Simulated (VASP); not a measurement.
# BN (P3m1) in VASP: a series of runs

Runs on BN. Level: PBE. Tasks: single point.

All numbers are computed with VASP 6.6.1; they aren't measurements. Logs are shortened: lines on timing, memory, paths and dates and some standing lists are left out, and cuts for length are marked.

**1. The cell of the first run**

The structure is trigonal, space group P3m1 (No. 156). The conventional cell has a = 2.554 Å, b = 2.554 Å, c = 12.381 Å, α = 90.00°, β = 90.00°, γ = 120.00°. B (site symmetry 3m) has 4 N at 1.57 to 1.58 Å within 2.1 Å. B (site symmetry 3m) has 4 N at 1.57 to 1.58 Å within 2.1 Å. B (site symmetry 3m) has 4 N at 1.57 to 1.58 Å within 2.1 Å. B (site symmetry 3m) has 4 N at 1.28 to 1.57 Å within 1.7 Å. B (site symmetry 3m) has 4 N at 1.57 to 1.58 Å within 2.1 Å. B (site symmetry 3m) has 4 N at 1.57 to 1.58 Å within 2.1 Å. N (site symmetry 3m) has 4 B at 1.57 to 1.58 Å within 2.1 Å. N (site symmetry 3m) has 4 B at 1.57 to 1.58 Å within 2.1 Å.

**2. Single point, PBE**

Input file INCAR:

```
SYSTEM = BN
PREC = Accurate ; ENCUT = 520
EDIFF = 1E-6 ; ISMEAR = 0
SIGMA = 0.05 ; LREAL = .FALSE.
LASPH = .TRUE. ; NELM = 60
ALGO = Normal ; ISIF = 2
LWAVE = .FALSE. ; LCHARG = .TRUE.
GGA = PE ; LELF = .TRUE.
LVHAR = .TRUE. ; NBANDS = 36
```

Input file KPOINTS:

```
Automatic mesh
0
G
  10 10 2
  0 0 0
```

Input file POSCAR:

```
BN
1.0
   -2.5539396017      0.0000000000      0.0000000000
   -1.2769698008     -2.2117765748      0.0000000000
    0.0000000000      0.0000000000     12.3805650000
B N
6 6
Direct
    0.6666666667      0.6666666667      0.2345913547
    0.6666666667      0.6666666667      0.5760018638
    0.6666666667      0.6666666667      0.9174123729
    0.3333333333      0.3333333333      0.0638861001
    0.3333333333      0.3333333333      0.4052966092
    0.3333333333      0.3333333333      0.7467071184
    0.6666666667      0.6666666667      0.1067508724
    0.6666666667      0.6666666667      0.4481613815
    0.6666666667      0.6666666667      0.7895718906
    0.3333333333      0.3333333333      0.9602771452
    0.3333333333      0.3333333333      0.2774561269
    0.3333333333      0.3333333333      0.6188666361
```

Potentials or basis: VASP PAW PBE potentials, release 64 (B, N).

Run with:

```console
> cat potpaw_PBE.64/B/POTCAR potpaw_PBE.64/N/POTCAR > POTCAR
> mpirun -np 1 vasp_std > vasp.out
```

OUTCAR:

```text
SYSTEM = BN
   PREC = Accurate
   ENCUT = 520
   EDIFF = 1E-6
   ISMEAR = 0
   LREAL = .FALSE.
   LASPH = .TRUE.
   NELM = 60
   ISIF = 2
   GGA = PE

 ion  position               nearest neighbor table
   1  0.667  0.667  0.235-  11 1.57  11 1.57  11 1.57   7 1.58
   2  0.667  0.667  0.576-  12 1.57  12 1.57  12 1.57   8 1.58
   3  0.667  0.667  0.917-  10 1.57  10 1.57  10 1.57   9 1.58
   4  0.333  0.333  0.064-  10 1.28   7 1.57   7 1.57   7 1.57
   5  0.333  0.333  0.405-   8 1.57   8 1.57   8 1.57  11 1.58
   6  0.333  0.333  0.747-   9 1.57   9 1.57   9 1.57  12 1.58
   7  0.667  0.667  0.107-   4 1.57   4 1.57   4 1.57   1 1.58
   8  0.667  0.667  0.448-   5 1.57   5 1.57   5 1.57   2 1.58
   9  0.667  0.667  0.790-   6 1.57   6 1.57   6 1.57   3 1.58
  10  0.333  0.333  0.960-   4 1.28   3 1.57   3 1.57   3 1.57
  11  0.333  0.333  0.277-   1 1.57   1 1.57   1 1.57   5 1.58
  12  0.333  0.333  0.619-   2 1.57   2 1.57   2 1.57   6 1.58

  LATTYP: Found a hexagonal cell.
 ALAT       =     2.5539396017
 C/A-ratio  =     4.8476342165

  Lattice vectors:

 A1 = (   1.2769698008,   2.2117765748,   0.0000000000)
 A2 = (  -2.5539396017,   0.0000000000,   0.0000000000)
 A3 = (   0.0000000000,   0.0000000000,  12.3805650000)

Analysis of symmetry for initial positions (statically):
=====================================================================
 Subroutine PRICEL returns:
 Original cell was already a primitive cell.

 Routine SETGRP: Setting up the symmetry group for a
 hexagonal supercell.

 Subroutine GETGRP returns: Found  6 space group operations
 (whereof  6 operations were pure point group operations)
 out of a pool of 24 trial point group operations.

The static configuration has the point symmetry C_3v.

Analysis of symmetry for dynamics (positions and initial velocities):
=====================================================================
 Subroutine PRICEL returns:
 Original cell was already a primitive cell.

 Routine SETGRP: Setting up the symmetry group for a
 hexagonal supercell.

 Subroutine GETGRP returns: Found  6 space group operations
 (whereof  6 operations were pure point group operations)
 out of a pool of 24 trial point group operations.

The dynamic configuration has the point symmetry C_3v.

 Subroutine INISYM returns: Found  6 space group operations
 (whereof  6 operations are pure point group operations),
 and found     1 'primitive' translations

----------------------------------------------------------------------------------------

                                     Primitive cell

  volume of cell :      69.9346

  direct lattice vectors                    reciprocal lattice vectors
    -2.553939602  0.000000000  0.000000000    -0.391551938  0.226062617  0.000000000
    -1.276969801 -2.211776575  0.000000000     0.000000000 -0.452125233  0.000000000
     0.000000000  0.000000000 12.380565000     0.000000000  0.000000000  0.080771758

  length of vectors
     2.553939602  2.553939602 12.380565000     0.452125233  0.452125233  0.080771758

  position of ions in fractional coordinates (direct lattice)
     0.666666667  0.666666667  0.234591355
     0.666666667  0.666666667  0.576001864
     0.666666667  0.666666667  0.917412373
     0.333333333  0.333333333  0.063886100
     0.333333333  0.333333333  0.405296609
     0.333333333  0.333333333  0.746707118
     0.666666667  0.666666667  0.106750872
     0.666666667  0.666666667  0.448161382
     0.666666667  0.666666667  0.789571891
     0.333333333  0.333333333  0.960277145
     0.333333333  0.333333333  0.277456127
     0.333333333  0.333333333  0.618866636

  ion indices of the primitive-cell ions
   primitive index   ion index
                 1           1
                 2           2
                 3           3
                 4           4
                 5           5
                 6           6
                 7           7
                 8           8
                 9           9
                10          10
                11          11
                12          12

----------------------------------------------------------------------------------------

 KPOINTS: Automatic mesh

Automatic generation of k-mesh.
 Grid dimensions read from file:
 generate k-points for:   10   10    2

 Generating k-lattice:

  Cartesian coordinates                     Fractional coordinates (reciprocal lattice)
    -0.039155194  0.022606262  0.000000000     0.100000000  0.000000000  0.000000000
     0.000000000 -0.045212523  0.000000000     0.000000000  0.100000000  0.000000000
     0.000000000  0.000000000  0.040385879     0.000000000  0.000000000  0.500000000

  Length of vectors
     0.045212523  0.045212523  0.040385879

  Shift w.r.t. Gamma in fractional coordinates (k-lattice)
     0.000000000  0.000000000  0.000000000

 Subroutine IBZKPT returns following result:
 ===========================================

 Found     28 irreducible k-points:

 Following reciprocal coordinates:
            Coordinates               Weight
  0.000000  0.000000  0.000000      1.000000
  0.100000  0.000000  0.000000      6.000000
  0.200000  0.000000  0.000000      6.000000
  0.300000  0.000000  0.000000      6.000000
  0.400000  0.000000  0.000000      6.000000
  0.500000  0.000000  0.000000      3.000000
[... 16 lines left out ...]
  0.400000  0.100000  0.500000     12.000000
  0.500000  0.100000  0.500000     12.000000
 [... further k-points ...]
   k-points           NKPTS =     28   k-points in BZ     NKDIM =     28   number of bands    NBANDS=     36
   number of dos      NEDOS =    301   number of ions     NIONS =     12
   total plane-waves  NPLWV =  38400
   dimension x,y,z NGX =    20 NGY =   20 NGZ =   96
   dimension x,y,z NGXF=    40 NGYF=   40 NGZF=  192
   ions per type =               6   6
   NGX,Y,Z   is equivalent  to a cutoff of  13.02, 13.02, 12.89 a.u.
   NGXF,Y,Z  is equivalent  to a cutoff of  26.04, 26.04, 25.78 a.u.
 SYSTEM =  BN
   PREC   = accura    normal or accurate (medium, high low for compatibility)
   ISTART =      0    job   : 0-new  1-cont  2-samecut
   ICHARG =      2    charge: 1-file 2-atom 10-const
   ISPIN  =      1    spin polarized calculation?
   LNONCOLLINEAR =      F non collinear calculations
   LSORBIT =      F    spin-orbit coupling
   LASPH  =      T    aspherical Exc in radial PAW
   ENCUT  =  520.0 eV  38.22 Ry    6.18 a.u.   4.75  4.75 23.02*2*pi/ulx,y,z
   NELM   =     60;   NELMIN=  2; NELMDL= -5     # of ELM steps
   EDIFF  = 0.1E-05   stopping-criterion for ELM
   LREAL  =      F    real-space projection
   EDIFFG = 0.1E-04   stopping-criterion for IOM
   NSW    =      0    number of steps for IOM
   IBRION =     -1    ionic relax: 0-MD 1-quasi-New 2-CG
   NFREE  =      0    steps in history (QN), initial steepest desc. (CG)
   ISIF   =      2    stress and relaxation
   ISYM   =      2    0-nonsym 1-usesym 2-fastsym
   POTIM  = 0.5000    time-step for ionic-motion
   TEBEG  =    0.0;   TEEND  =   0.0 temperature during run
   PSTRESS=    0.0 pullay stress
   NELECT =      48.0000    total number of electrons
   NUPDOWN=      -1.0000    fix difference up-down
   EMIN   =  10.00;   EMAX   =-10.00  energy-range for DOS
   EFERMI =   0.00;   METHOD = LEGACY
   ISMEAR =     0;   SIGMA  =   0.05  broadening in eV -4-tet -1-fermi 0-gaus
   EFERMI_NEDOS =   21; number of points for ismear=-14 and -15
   IALGO  =     38    algorithm
   IMIX   =      4    mixing-type and parameters
     AMIX     =   0.40;   BMIX     =  1.00
     AMIX_MAG =   1.60;   BMIX_MAG =  1.00
  volume/ion in A,a.u.               =       5.83        39.33
  Fermi-wavevector in a.u.,A,eV,Ry     =   1.444080  2.728915 28.373125  2.085366
  Thomas-Fermi vector in A             =   2.562415
   LORBIT       =      0    0 simple, 1 ext, 2 COOP (PROOUT), +10 PAW based schemes
   GGA     = PE    functional components
   LHFCALC =     F    Hartree Fock is set to
   AEXX    =    0.0000 exact exchange contribution
   IVDW    =     0    specifies the selected vdW correction
   LEPSILON=     F    determine dielectric tensor
   LRPA    =     F    only Hartree local field effects (RPA)
 non-spin polarized calculation
 Gauss-broadening in eV      SIGMA  =   0.05
  energy-cutoff  :      520.00
  volume of cell :       69.93
 maximum number of plane-waves:      1907
   NGX =  9   NGY =  9   NGZ = 47

 number of electron      48.0000005 magnetization

 Free energy of the ion-electron system (eV)
  ---------------------------------------------------
  ext. energy  EPLUGINS =         0.00000000
  ---------------------------------------------------
  free energy    TOTEN  =      -102.89664674 eV

  energy without entropy =     -102.89664674  energy(sigma->0) =     -102.89664674

 E-fermi :   8.2580     XC(G=0): -12.8671

 val. band max:        8.0453497264   @ k =   0.0000   0.0000   0.0000
 cond. band min:      12.9250912317   @ k =  -0.4000   0.3000   0.0000
 fundamental gap:      4.8797415052
 Fermi energy:         8.2580125708

 k-point     1 :       0.0000    0.0000    0.0000
  band No.  band energies     occupation
      1     -13.6225      2.00000
      2     -12.3007      2.00000
      3     -11.7854      2.00000
      4     -10.3932      2.00000
      5      -9.9042      2.00000
      6      -8.2609      2.00000
[... 28 lines left out ...]
     35      17.5126      0.00000
     36      17.9169      0.00000

 k-point     2 :       0.1000    0.0000    0.0000
  band No.  band energies     occupation
      1     -13.4114      2.00000
      2     -12.0885      2.00000
      3     -11.5741      2.00000
      4     -10.1984      2.00000
      5      -9.7120      2.00000
      6      -8.0995      2.00000
[... 28 lines left out ...]
     35      18.0048      0.00000
     36      18.2579      0.00000

 k-point     3 :       0.2000    0.0000    0.0000
  band No.  band energies     occupation
      1     -12.7904      2.00000
      2     -11.4639      2.00000
      3     -10.9531      2.00000
      4      -9.6351      2.00000
      5      -9.1584      2.00000
      6      -7.6545      2.00000
[... 28 lines left out ...]
     35      18.6928      0.00000
     36      18.7996      0.00000

 k-point     4 :       0.3000    0.0000    0.0000
  band No.  band energies     occupation
      1     -11.8086      2.00000
      2     -10.4753      2.00000
      3      -9.9735      2.00000
      4      -8.7937      2.00000
      5      -8.3444      2.00000
      6      -7.0967      2.00000
[... 28 lines left out ...]
     35      19.4056      0.00000
     36      19.7262      0.00000

 k-point     5 :       0.4000    0.0000    0.0000
  band No.  band energies     occupation
      1     -10.6251      2.00000
      2      -9.2727      2.00000
      3      -8.7942      2.00000
      4      -7.9737      2.00000
      5      -7.5943      2.00000
      6      -6.8790      2.00000
[... 655 lines left out ...]
 k-point    22 :       0.3000    0.1000    0.5000
  band No.  band energies     occupation
      1     -12.1883      2.00000
      2     -10.9390      2.00000
      3     -10.0662      2.00000
      4      -9.6177      2.00000
      5      -8.1251      2.00000
      6      -7.5290      2.00000
[... 28 lines left out ...]
     35      18.9031      0.00000
     36      19.3085      0.00000

 k-point    23 :       0.4000    0.1000    0.5000
  band No.  band energies     occupation
      1     -11.0857      2.00000
      2      -9.8045      2.00000
      3      -9.0311      2.00000
      4      -8.6163      2.00000
      5      -7.4926      2.00000
      6      -6.9601      2.00000
[... 28 lines left out ...]
     35      19.3724      0.00000
     36      19.6747      0.00000

 k-point    24 :       0.5000    0.1000    0.5000
  band No.  band energies     occupation
      1     -10.0042      2.00000
      2      -8.6416      2.00000
      3      -8.0973      2.00000
      4      -7.7631      2.00000
      5      -7.3590      2.00000
      6      -6.9109      2.00000
[... 28 lines left out ...]
     35      19.8644      0.00000
     36      19.9792      0.00000

 [... further k-points ...]
[... 5 lines left out ...]
  --------------------------------------------------------------------------------------
  -------------------------------------------------------------------------------------
  Total        0.9794025      0.9794025     19.3659363     -0.0000000      0.0000000      0.0000000
  in kB       22.4377572     22.4377572    443.6666054     -0.0000000      0.0000000      0.0000000
  external PRESSURE =     162.8473733 kB  Pullay stress =       0.0000000 kB

 VOLUME and BASIS-vectors are now :
 -----------------------------------------------------------------------------
  energy-cutoff  :      520.00
  volume of cell :       69.93
      direct lattice vectors                 reciprocal lattice vectors
    -2.553939602  0.000000000  0.000000000    -0.391551938  0.226062617  0.000000000
    -1.276969801 -2.211776575  0.000000000     0.000000000 -0.452125233  0.000000000
     0.000000000  0.000000000 12.380565000     0.000000000  0.000000000  0.080771758

 POSITION                                       TOTAL-FORCE (eV/Angst)
 -----------------------------------------------------------------------------------
     -2.55394     -1.47452      2.90437         0.000000      0.000000     -0.238159
     -2.55394     -1.47452      7.13123         0.000000      0.000000     -0.242802
     -2.55394     -1.47452     11.35808        -0.000000     -0.000000     -1.822107
     -1.27697     -0.73726      0.79095        -0.000000     -0.000000     11.444784
     -1.27697     -0.73726      5.01780        -0.000000     -0.000000     -0.240569
     -1.27697     -0.73726      9.24466         0.000000     -0.000000     -0.273706
     -2.55394     -1.47452      1.32164        -0.000000     -0.000000      2.565443
     -2.55394     -1.47452      5.54849        -0.000000     -0.000000      0.241365
     -2.55394     -1.47452      9.77535         0.000000      0.000000      0.274220
     -1.27697     -0.73726     11.88877        -0.000000     -0.000000    -12.201980
     -1.27697     -0.73726      3.43506         0.000000      0.000000      0.250615
     -1.27697     -0.73726      7.66192         0.000000     -0.000000      0.242896
 -----------------------------------------------------------------------------------
    total drift:                                0.000000      0.000000     -0.000139

  FREE ENERGIE OF THE ION-ELECTRON SYSTEM (eV)
  ---------------------------------------------------
  free  energy   TOTEN  =      -102.8966467371 eV

  energy  without entropy=     -102.8966467371  energy(sigma->0) =     -102.89664674
```

Run time: 35 s. Hardware: 1 thread of Intel Xeon 6975P-C (Granite Rapids), shared host; peak memory 0.2 GiB.

Results:

```
Free energy            : -102.8966 eV
Pressure               : 16.3 GPa
Largest force          : 12.202 eV/Å
Band gap on the k mesh : 4.88 eV, indirect (least direct gap 7.33 eV)
```

Forces on the atoms (eV/Å):
```
B     0.000   0.000  -0.238
B     0.000   0.000  -0.243
B     0.000   0.000  -1.822
B     0.000   0.000  11.445
B     0.000   0.000  -0.241
B     0.000   0.000  -0.274
N     0.000   0.000   2.565
N     0.000   0.000   0.241
N     0.000   0.000   0.274
N     0.000   0.000 -12.202
N     0.000   0.000   0.251
N     0.000   0.000   0.243
```

Stress tensor (GPa, compression positive):
```
 2.24  0.00  0.00
 0.00  2.24  0.00
 0.00  0.00 44.37
```

Caveat: forces of over 1 eV/Å act on the atoms, so gaps and moduli don't describe the material at rest. A k mesh can miss the band edges.

**3. Single point, PBE**

This run uses another cell than the first one, of 6.09 Å³/atom, 1.044 times its volume.

Input file INCAR:

```
  ALGO = Normal
  EDIFF = 1E-7
  ENCUT = 520
  GGA = PE
  ISIF = 2
  ISMEAR = 0
  LASPH = T
  LCHARG = F
  LREAL = F
  LWAVE = F
  NBANDS = 36
  NELM = 100
  PREC = Accurate
  SIGMA = 0.05
```

Input file KPOINTS:

```
k-points
0
Gamma
  10 10 2
```

Input file POSCAR:

```
BN
1.0
   -2.5539396017      0.0000000000      0.0000000000
   -1.2769698008     -2.2117765748      0.0000000000
    0.0000000000      0.0000000000     12.9305650000
B N
6 6
Direct
    0.6666666667      0.6666666667      0.2246130401
    0.6666666667      0.6666666667      0.5515016950
    0.6666666667      0.6666666667      0.8783903499
    0.3333333333      0.3333333333      0.0611687127
    0.3333333333      0.3333333333      0.3880573676
    0.3333333333      0.3333333333      0.7149460225
    0.6666666667      0.6666666667      0.1022102371
    0.6666666667      0.6666666667      0.4290988920
    0.6666666667      0.6666666667      0.7559875469
    0.3333333333      0.3333333333      0.9194318743
    0.3333333333      0.3333333333      0.2656545645
    0.3333333333      0.3333333333      0.5925432194
```

Potentials or basis: VASP PAW PBE potentials, release 64 (B, N).

Run with:

```console
> cat potpaw_PBE.64/B/POTCAR potpaw_PBE.64/N/POTCAR > POTCAR
> mpirun -np 1 vasp_std > vasp.out
```

Run time: 35 s. Hardware: 1 thread of Intel Xeon 6975P-C (Granite Rapids), shared host; peak memory 0.2 GiB.

Results (log left out):

- Free energy: -104.0679 eV
- Pressure: -4.5 GPa
- Largest force: 1.799 eV/Å
- Band gap on the k mesh: 5.17 eV

Forces in eV/Å, atoms in the order of the input:
```
B    0.000  0.000  0.268
B    0.000  0.000  0.232
B    0.000  0.000  1.129
B    0.000  0.000 -1.679
B    0.000  0.000  0.232
B    0.000  0.000  0.254
N    0.000  0.000 -1.256
N    0.000  0.000 -0.231
N    0.000  0.000 -0.276
N    0.000  0.000  1.799
N    0.000  0.000 -0.239
N    0.000  0.000 -0.233
```

Stress tensor (GPa, compression positive):
```
 -0.31   0.00   0.00
  0.00  -0.31   0.00
  0.00   0.00 -12.81
```

Levels at points of the mesh, in eV from the valence-band top:
| k point | band 22 | band 23 | band 24 | band 25 | band 26 | band 27 |
| --- | --- | --- | --- | --- | --- | --- |
| (0.00, 0.00, 0.00) | -0.45 | 0.00 | 0.00 | 6.73 | 8.00 | 8.00 |
| (0.50, 0.00, 0.00) | -3.03 | -2.91 | -2.22 | 5.50 | 6.04 | 6.25 |
| (0.00, 0.00, 0.50) | -0.57 | -0.02 | -0.02 | 6.85 | 8.04 | 8.04 |
| (0.50, 0.00, 0.50) | -3.06 | -2.82 | -2.28 | 5.61 | 6.04 | 6.36 |

Caveat: forces of over 1 eV/Å act on the atoms, so gaps and moduli don't describe the material at rest. A k mesh can miss the band edges.

[end of part 1 of 2]
